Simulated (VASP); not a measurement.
# Tl (R-3m) in VASP: further runs, part 2 of 2

VASP 6.6.1. The steps go on from the part before.

**5. Single point, PBE, collinear spin**

File INCAR:

```
SYSTEM = Tl
PREC     = Accurate       ! precision mode
ENCUT    = 520            ! plane-wave cutoff, eV
EDIFF    = 1E-6           ! SCF threshold, eV
ISMEAR   = 0              ! smearing method
SIGMA    = 0.1            ! smearing width, eV
LREAL    = .FALSE.        ! projectors in reciprocal space
LASPH    = .TRUE.         ! aspherical terms in the spheres
NELM     = 150            ! most SCF steps
ALGO     = Normal         ! electronic algorithm
ISIF     = 2              ! what is computed and relaxed
LWAVE    = .FALSE.        ! write WAVECAR
LCHARG   = .TRUE.         ! write CHGCAR
ISPIN    = 2              ! spin polarisation
MAGMOM   = 1.42 1.32 1.32 ! initial moments
LORBIT   = 11             ! projections on sites
NUPDOWN  = 6.0            ! fixed moment
GGA      = PE             ! functional
LELF     = .TRUE.         ! ELF
LVHAR    = .TRUE.       
NBANDS   = 30             ! bands
```

File KPOINTS:

```
Automatic mesh
0
G
  3 3 3
  0 0 0
```

File POSCAR:

```
Tl
1.0
    1.7810518452      1.0282907623      8.2404167867
   -1.7810518452      1.0282907623      8.2404167867
    0.0000000000     -2.0565815246      8.2404167867
Tl
3
Direct
    0.4900000000      0.0890000000      0.1380000000
    0.7109406600      0.3099406600      0.3589406600
    1.2690593400      0.8680593400      0.9170593400
```

Potentials or basis: VASP PAW PBE potentials, release 64 (Tl_d).

Command:

```bash
$ cat potpaw_PBE.64/Tl_d/POTCAR > POTCAR
$ mpirun -np 1 vasp_std > vasp.out
```

OUTCAR:

```text
SYSTEM = Tl
   PREC = Accurate
   ENCUT = 520
   EDIFF = 1E-6
   ISMEAR = 0
   LREAL = .FALSE.
   LASPH = .TRUE.
   NELM = 150
   ISIF = 2
   ISPIN = 2
   LORBIT = 11
   NUPDOWN = 6.0
   GGA = PE

 ion  position               nearest neighbor table
   1  0.490  0.089  0.138-   2 3.46   2 3.46   3 3.46   3 3.46   2 3.46   3 3.46
   2  0.711  0.310  0.359-   3 3.38   3 3.38   3 3.38   1 3.46   1 3.46   1 3.46
   3  0.269  0.868  0.917-   2 3.38   2 3.38   2 3.38   1 3.46   1 3.46   1 3.46

  LATTYP: Found a trigonal (rhomboedric) cell.
 ALAT       =     8.4931735168
 COS(alpha) =     0.9120485254

  Lattice vectors:

 A1 = (   1.7810518452,   1.0282907623,   8.2404167867)
 A2 = (  -1.7810518452,   1.0282907623,   8.2404167867)
 A3 = (   0.0000000000,  -2.0565815246,   8.2404167867)

Analysis of symmetry for initial positions (statically):
=====================================================================
 Subroutine PRICEL returns:
 Original cell was already a primitive cell.

[... 575 lines left out ...]
     30      17.1109      0.00000

------------------------ aborting loop because EDIFF is reached ----------------------------------------

  FORCE on cell =-STRESS in cart. coord.  units (eV):
  Direction    XX          YY          ZZ          XY          YZ          ZX
  --------------------------------------------------------------------------------------
  -------------------------------------------------------------------------------------
  Total        4.4174097      4.4174097      8.8016302      0.0000000      0.0000000      0.0000000
  in kB       78.1601413     78.1601413    155.7330457      0.0000000      0.0000000      0.0000000
  external PRESSURE =     104.0177761 kB  Pullay stress =       0.0000000 kB

 VOLUME and BASIS-vectors are now :
 -----------------------------------------------------------------------------
  energy-cutoff  :      520.00
  volume of cell :       90.55
      direct lattice vectors                 reciprocal lattice vectors
     1.781051845  1.028290762  8.240416787     0.280732984  0.162081264  0.040451028
    -1.781051845  1.028290762  8.240416787    -0.280732984  0.162081264  0.040451028
     0.000000000 -2.056581525  8.240416787     0.000000000 -0.324162528  0.040451028

 POSITION                                       TOTAL-FORCE (eV/Angst)
 -----------------------------------------------------------------------------------
      0.71420      0.31157      5.90838         0.000000      0.000000     -0.000000
      0.71420      0.31157     11.37031         0.000000      0.000000      0.064463
     -1.06685     -0.71672     16.92728         0.000000      0.000000     -0.064463
 -----------------------------------------------------------------------------------
    total drift:                               -0.000000      0.000000     -0.000023

  FREE ENERGIE OF THE ION-ELECTRON SYSTEM (eV)
  ---------------------------------------------------
  free  energy   TOTEN  =         4.8147627683 eV

  energy  without entropy=        4.8325035344  energy(sigma->0) =        4.82363315

 total charge

# of ion       s       p       d       tot
------------------------------------------
    1        0.930   0.540   9.659  11.129
    2        0.938   0.523   9.665  11.126
    3        0.938   0.523   9.665  11.126
--------------------------------------------------
tot          2.806   1.586  28.988  33.381

 magnetization (x)

# of ion       s       p       d       tot
------------------------------------------
    1        0.420   0.503   0.047   0.969
    2        0.415   0.482   0.052   0.949
    3        0.415   0.482   0.052   0.949
--------------------------------------------------
tot          1.251   1.466   0.151   2.868
```

Run time: 98 s. Hardware: 1 thread of AMD EPYC 9R45 (Zen 5), shared host; peak memory 0.66 GiB.

What came out:

```
Free energy                                           : 4.8148 eV
Pressure                                              : 10.4 GPa
Largest force                                         : 0.064 eV/Å
Net moment                                            : 6.00 μB per cell
Site moments                                          : Tl +0.97, +0.95 (each value once) μB
Valence electrons inside the program's atomic spheres : Tl 11.13
```

Forces in eV/Å, atoms in the order of the input:
```
Tl   0.000  0.000  0.000
Tl   0.000  0.000  0.064
Tl   0.000  0.000 -0.064
```

Caveat: the k points lie up to 0.68 Å⁻¹ apart; the moment is held away from its start; spin-orbit coupling is left out, which moves the levels of the heavy elements; the total moment is fixed, so each spin has its own Fermi level and the state may be an excited one.

**6. Single point, PBE**

File INCAR:

```
SYSTEM = Tl
PREC = Accurate
ENCUT = 520
EDIFF = 1E-6
ISMEAR = 0
SIGMA = 0.007
LREAL = .False.
LASPH = .True.
NELM = 100
ALGO = Normal
ISIF = 2
LWAVE = .False.
LCHARG = .True.
GGA = PE
LELF = .True.
LVHAR = .True.
NBANDS = 26
```

File KPOINTS:

```
Automatic mesh
0
Gamma
  6 6 6
  0 0 0
```

File POSCAR:

```
Tl
1.0
    1.7810518452      1.0282907623      8.2404167867
   -1.7810518452      1.0282907623      8.2404167867
    0.0000000000     -2.0565815246      8.2404167867
Tl
3
Direct
    0.0000000000      0.0000000000      0.0000000000
    0.2209406600      0.2209406600      0.2209406600
    0.7790593400      0.7790593400      0.7790593400
```

Potentials or basis: VASP PAW PBE potentials, release 64 (Tl_d).

Command:

```bash
$ cat potpaw_PBE.64/Tl_d/POTCAR > POTCAR
$ mpirun -np 1 vasp_std > vasp.out
```

It took 2.5 min on 1 thread of AMD EPYC 9R45 (Zen 5), shared host; peak memory 0.5 GiB.

The run converged. Its results:

```
Free energy            : -6.6819 eV
Pressure               : 1.0 GPa
Largest force          : 0.036 eV/Å
Band gap on the k mesh : zero (an odd number of electrons rules out a gap without spin polarisation)
```

Forces on the atoms (eV/Å):
```
Tl   0.000  0.000  0.000
Tl   0.000  0.000  0.036
Tl   0.000  0.000 -0.036
```

Stress tensor (GPa, compression positive):
```
0.71 0.00 0.00
0.00 0.71 0.00
0.00 0.00 1.43
```

Levels at points of the mesh, in eV from the Fermi level:
```csv
k point,band 16,band 17,band 18,band 19,band 20,band 21,band 22,band 23
"(0.00, 0.00, 0.00)",-9.80,-7.32,-7.18,0.91,1.00,7.53,7.53,7.64
"(0.50, 0.00, 0.00)",-5.90,-5.01,-4.49,-2.38,-1.08,-0.80,3.42,4.10
"(0.50, 0.50, 0.00)",-5.67,-5.34,-4.49,-2.52,-0.92,-0.12,2.22,3.39
"(0.50, 0.50, 0.50)",-9.26,-9.09,-4.90,-2.60,6.29,6.52,7.10,7.10
```

Caveat: spin-orbit coupling is left out, which moves the levels of the heavy elements.

**7. The runs side by side**

| level | spin | fixed moment (μB) | k mesh | smearing | gap on the mesh (eV) | pressure (GPa) | moment (μB) | largest force (eV/Å) |
| --- | --- | --- | --- | --- | --- | --- | --- | --- |
| revPBE | off | - | 2 × 2 × 2 | gaussian 0.1 eV | none | 2.1 | - | 0.07 |
| PBE | collinear, zero start | - | 3 × 3 × 3, shifted | gaussian 0.1 eV | none | 1.6 | 0.00 | 0.01 |
| PBE | collinear | 6.0 | 3 × 3 × 3 | gaussian 0.1 eV | - | 10.4 | 6.00 | 0.06 |
| PBE | off | - | 6 × 6 × 6 | gaussian 0.007 eV | none | 1.0 | - | 0.04 |

Alike in all rows: task single point; potentials or basis VASP PAW PBE potentials, release 64 (Tl_d); cell as given; cutoff (eV) 520.

Caveats: some runs use coarse meshes; spin-orbit coupling is left out, which moves the levels of the heavy elements; the PAW data sets were made with another functional, which shifts forces and pressure a little (at least some runs); no moment was typed at the start, so none could form (at least some runs); the moment is held away from its start (at least some runs); the total moment is fixed, so each spin has its own Fermi level and the state may be an excited one (at least some runs).

Total energies depend on the potentials used, so only differences within one code and one set of settings carry meaning.
